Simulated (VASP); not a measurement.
# Cd3F (P4/mmm) in VASP: further runs, part 2 of 2

VASP 6.6.1.

## 4. Single point, PBE

This run uses another cell than the first one, of 19.52 Å³/atom.

INCAR reads:

```
PREC = Accurate
ENCUT = 520
EDIFF = 1E-6
ISMEAR = 0
SIGMA = 0.1
LREAL = False
LASPH = True
NELM = 80
ALGO = Fast
ISIF = 2
LWAVE = False
LCHARG = False
GGA = PE
NBANDS = 30
```

KPOINTS reads:

```
Automatic mesh
0
Gamma
  14 14 6
```

POSCAR reads:

```
Cd3F
1.0
    3.1842336431      0.0000000000      0.0000000000
    0.0000000000      3.1842336431      0.0000000000
    0.0000000000      0.0000000000      7.6992104274
Cd F
3 1
Direct
    0.5000000000      0.5000000000      0.7842711814
    0.0000000000      0.0000000000      0.5000000000
    0.5000000000      0.5000000000      0.2157288186
    0.0000000000      0.0000000000      0.0000000000
```

Potentials or basis: VASP PAW PBE potentials, release 64 (Cd, F).

Started as:

```bash
$ cat potpaw_PBE.64/Cd/POTCAR potpaw_PBE.64/F/POTCAR > POTCAR
$ mpirun -np 1 vasp_std > vasp.out
```

OUTCAR:

```text
PREC = Accurate
   ENCUT = 520
   EDIFF = 1E-6
   ISMEAR = 0
   LREAL = False
   LASPH = True
   NELM = 80
   ISIF = 2
   GGA = PE

 ion  position               nearest neighbor table
   1  0.500  0.500  0.784-   4 2.80   4 2.80   4 2.80   4 2.80   2 3.14   2 3.14   2 3.14   2 3.14
                             3 3.32
   2  0.000  0.000  0.500-   1 3.14   3 3.14   1 3.14   3 3.14   1 3.14   3 3.14   1 3.14   3 3.14

   3  0.500  0.500  0.216-   4 2.80   4 2.80   4 2.80   4 2.80   2 3.14   2 3.14   2 3.14   2 3.14
                             1 3.32
   4  0.000  0.000  0.000-   1 2.80   3 2.80   1 2.80   3 2.80   1 2.80   3 2.80   1 2.80   3 2.80

  LATTYP: Found a simple tetragonal cell.
 ALAT       =     3.1842336431
 C/A-ratio  =     2.4179162996

  Lattice vectors:

 A1 = (   3.1842336431,   0.0000000000,   0.0000000000)
 A2 = (   0.0000000000,   3.1842336431,   0.0000000000)
 A3 = (   0.0000000000,   0.0000000000,   7.6992104274)

Analysis of symmetry for initial positions (statically):
=====================================================================
 Subroutine PRICEL returns:
 Original cell was already a primitive cell.

[... 169 lines left out ...]
  ext. energy  EPLUGINS =         0.00000000
  ---------------------------------------------------
  free energy    TOTEN  =        -6.49428455 eV

  energy without entropy =       -6.48843153  energy(sigma->0) =       -6.49135804

 E-fermi :   2.3097     XC(G=0): -10.6303

 val. band max:        2.2805699467   @ k =   0.3571   0.1429   0.0000
 cond. band min:       2.3287554794   @ k =   0.2857   0.0714   0.1667
 fundamental gap:      0.0481855326
 Fermi energy:         2.3097288779

 k-point     1 :       0.0000    0.0000    0.0000
  band No.  band energies     occupation
      1     -20.6794      2.00000
      2      -7.2277      2.00000
      3      -7.1401      2.00000
      4      -6.9262      2.00000
      5      -6.7509      2.00000
      6      -6.6870      2.00000
[... 781 lines left out ...]
     29      10.1833      0.00000
     30      11.5357      0.00000

 [... further k-points ...]
[... 5 lines left out ...]
  --------------------------------------------------------------------------------------
  -------------------------------------------------------------------------------------
  Total        0.1074638      0.1074638      0.0786963      0.0000000     -0.0000000     -0.0000000
  in kB        2.2055488      2.2055488      1.6151351      0.0000000     -0.0000000     -0.0000000
  external PRESSURE =       2.0087443 kB  Pullay stress =       0.0000000 kB

 VOLUME and BASIS-vectors are now :
 -----------------------------------------------------------------------------
  energy-cutoff  :      520.00
  volume of cell :       78.06
      direct lattice vectors                 reciprocal lattice vectors
     3.184233643  0.000000000  0.000000000     0.314047307  0.000000000  0.000000000
     0.000000000  3.184233643  0.000000000     0.000000000  0.314047307  0.000000000
     0.000000000  0.000000000  7.699210427     0.000000000  0.000000000  0.129883448

 POSITION                                       TOTAL-FORCE (eV/Angst)
 -----------------------------------------------------------------------------------
      1.59212      1.59212      6.03827        -0.000000      0.000000     -0.002696
      0.00000      0.00000      3.84961         0.000000      0.000000      0.000000
      1.59212      1.59212      1.66094        -0.000000     -0.000000      0.002696
      0.00000      0.00000      0.00000         0.000000      0.000000      0.000000
 -----------------------------------------------------------------------------------
    total drift:                                0.000000      0.000000     -0.000000

  FREE ENERGIE OF THE ION-ELECTRON SYSTEM (eV)
  ---------------------------------------------------
  free  energy   TOTEN  =        -6.4942845465 eV

  energy  without entropy=       -6.4884315329  energy(sigma->0) =       -6.49135804
```

stdout:

```text
POSCAR found type information on POSCAR CdF
 POSCAR found :  2 types and       4 ions
 scaLAPACK will be used
 LDA part: xc-table for (Slater+PW92), standard interpolation
 POSCAR, INCAR and KPOINTS ok, starting setup
 FFT: planning ... GRIDC
 FFT: planning ... GRID_SOFT
 FFT: planning ... GRID
 WAVECAR not read
 entering main loop
```

Run time: 5.4 min. Hardware: 1 thread of Oxide Virtual Turin-like, shared host; peak memory 0.34 GiB.

Results:

```yaml
Free_energy: -6.4943 eV
Pressure: 0.2 GPa
Band_gap_on_the_k_mesh: zero (an odd number of electrons rules out a gap without spin polarisation)
```

Forces on the atoms (eV/Å):
```
Cd   0.000  0.000 -0.003
Cd   0.000  0.000  0.000
Cd   0.000  0.000  0.003
F    0.000  0.000  0.000
```

## 5. Single point, PBE, collinear spin

This run uses another cell than the first one, of 26.60 Å³/atom.

INCAR reads:

```
PREC = Accurate ; ENCUT = 520
EDIFF = 1E-7 ; ISMEAR = 0
SIGMA = 0.1 ; LREAL = F
LASPH = T ; NELM = 150
ALGO = Fast ; ISIF = 2
LWAVE = F ; LCHARG = F
ISPIN = 2 ; MAGMOM = 0 0 0 1
LORBIT = 11 ; GGA = PE
NBANDS = 34
```

KPOINTS reads:

```
regular mesh
0
Gamma
  6 6 2
```

POSCAR reads:

```
Cd3F
1.0
    3.4428443700      0.0000000000      0.0000000000
    0.0000000000      3.4428443700      0.0000000000
    0.0000000000      0.0000000000      8.9760332300
Cd F
3 1
Direct
    0.5000000000      0.5000000000      0.7642198200
    0.0000000000      0.0000000000      0.5000000000
    0.5000000000      0.5000000000      0.2357801800
    0.0000000000      0.0000000000      0.0000000000
```

Potentials or basis: VASP PAW PBE potentials, release 64 (Cd, F).

Started as:

```bash
$ cat potpaw_PBE.64/Cd/POTCAR potpaw_PBE.64/F/POTCAR > POTCAR
$ mpirun -np 1 vasp_std > vasp.out
```

OUTCAR:

```text
PREC = Accurate
   ENCUT = 520
   EDIFF = 1E-7
   ISMEAR = 0
   LREAL = F
   LASPH = T
   NELM = 150
   ISIF = 2
   ISPIN = 2
   LORBIT = 11
   GGA = PE

 ion  position               nearest neighbor table
   1  0.500  0.500  0.764-   2 3.40   2 3.40   2 3.40   2 3.40
   2  0.000  0.000  0.500-   1 3.40   3 3.40   1 3.40   3 3.40   1 3.40   3 3.40   1 3.40   3 3.40

   3  0.500  0.500  0.236-   2 3.40   2 3.40   2 3.40   2 3.40
   4  0.000  0.000  0.000-

  LATTYP: Found a simple tetragonal cell.
 ALAT       =     3.4428443700
 C/A-ratio  =     2.6071562538

  Lattice vectors:

 A1 = (   3.4428443700,   0.0000000000,   0.0000000000)
 A2 = (   0.0000000000,   3.4428443700,   0.0000000000)
 A3 = (   0.0000000000,   0.0000000000,   8.9760332300)

[... 930 lines left out ...]
      6      -8.4030      1.00000
[... 709 lines left out ...]
     32       9.3902      0.00000
     33      10.6979      0.00000
 [bands above 33 left out]

------------------------ aborting loop because EDIFF is reached ----------------------------------------

  FORCE on cell =-STRESS in cart. coord.  units (eV):
  Direction    XX          YY          ZZ          XY          YZ          ZX
  --------------------------------------------------------------------------------------
  -------------------------------------------------------------------------------------
  Total       -3.2957347     -3.2957347     -5.1868191      0.0000000      0.0000000      0.0000000
  in kB      -49.6299213    -49.6299213    -78.1074486      0.0000000      0.0000000      0.0000000
  external PRESSURE =     -59.1224304 kB  Pullay stress =       0.0000000 kB

 VOLUME and BASIS-vectors are now :
 -----------------------------------------------------------------------------
  energy-cutoff  :      520.00
  volume of cell :      106.39
      direct lattice vectors                 reciprocal lattice vectors
     3.442844370  0.000000000  0.000000000     0.290457509  0.000000000  0.000000000
     0.000000000  3.442844370  0.000000000     0.000000000  0.290457509  0.000000000
     0.000000000  0.000000000  8.976033230     0.000000000  0.000000000  0.111407787

 POSITION                                       TOTAL-FORCE (eV/Angst)
 -----------------------------------------------------------------------------------
      1.72142      1.72142      6.85966        -0.000000     -0.000000      0.560871
      0.00000      0.00000      4.48802        -0.000000     -0.000000      0.000000
      1.72142      1.72142      2.11637         0.000000      0.000000     -0.560871
      0.00000      0.00000      0.00000        -0.000000     -0.000000      0.000000
 -----------------------------------------------------------------------------------
    total drift:                                0.000000      0.000000      0.000000

  FREE ENERGIE OF THE ION-ELECTRON SYSTEM (eV)
  ---------------------------------------------------
  free  energy   TOTEN  =        -5.5493601053 eV

  energy  without entropy=       -5.5344460819  energy(sigma->0) =       -5.54190309

 total charge

# of ion       s       p       d       tot
------------------------------------------
    1        0.544   0.097   9.532  10.173
    2        0.574   0.154   9.509  10.237
    3        0.544   0.097   9.532  10.173
    4        1.741   4.233   0.000   5.974
--------------------------------------------------
tot          3.403   4.581  28.573  36.557

 magnetization (x)

# of ion       s       p       d       tot
------------------------------------------
    1        0.000   0.000  -0.000   0.000
    2        0.000   0.000  -0.000   0.000
    3        0.000   0.000  -0.000   0.000
    4        0.000  -0.000   0.000  -0.000
--------------------------------------------------
tot          0.000  -0.000  -0.000   0.000
```

Run time: 3.6 min. Hardware: 1 thread of Oxide Virtual Turin-like, shared host; peak memory 0.27 GiB.

What came out:

- Free energy: -5.5494 eV
- Pressure: -5.9 GPa
- Largest force: 0.561 eV/Å
- Net moment: 0.00 μB per cell
- Valence electrons inside the program's atomic spheres: Cd 10.17, 10.24 (each value once); F 5.97

Forces on the atoms (eV/Å):
```
Cd   0.000  0.000  0.561
Cd   0.000  0.000  0.000
Cd   0.000  0.000 -0.561
F    0.000  0.000  0.000
```

Stress tensor (GPa, compression positive):
```
-4.96  0.00  0.00
 0.00 -4.96  0.00
 0.00  0.00 -7.81
```

Caveat: the cell stands under tension.

## 6. Overview

| task | spin | cell | k mesh | cutoff (eV) | gap on the mesh (eV) | pressure (GPa) | moment (μB) | largest force (eV/Å) |
| --- | --- | --- | --- | --- | --- | --- | --- | --- |
| single point | collinear | a = 3.164, b = 3.164, c = 7.888 Å, 4 atoms, atomic positions A | 6 × 6 × 2 | 520 | none | 0.1 | 0.00 | 0.01 |
| relaxation of cell and atoms | off | relaxed from a = 3.443, b = 3.443, c = 8.976 Å, 4 atoms, atomic positions B | 6 × 6 × 2 | 600 | none | 0.0 | - | 0.03 |
| single point | off | a = 3.184, b = 3.184, c = 7.699 Å, 4 atoms, atomic positions C | 14 × 14 × 6 | 520 | none | 0.2 | - | - |
| single point | collinear | a = 3.443, b = 3.443, c = 8.976 Å, 4 atoms, atomic positions B | 6 × 6 × 2 | 520 | none | -5.9 | 0.00 | 0.56 |

Alike in all rows: level PBE; potentials or basis VASP PAW PBE potentials, release 64 (Cd, F); smearing gaussian 0.1 eV.

Caveats: some runs use coarse meshes; the volume moved by over 15 % at a fixed basis, so the end points are rough (at least some runs); the cell stands under tension (at least some runs).

Absolute energies hang on the potentials; compare differences alone.

The gap in the log of VASP goes by the Fermi energy; the results here count the filled bands.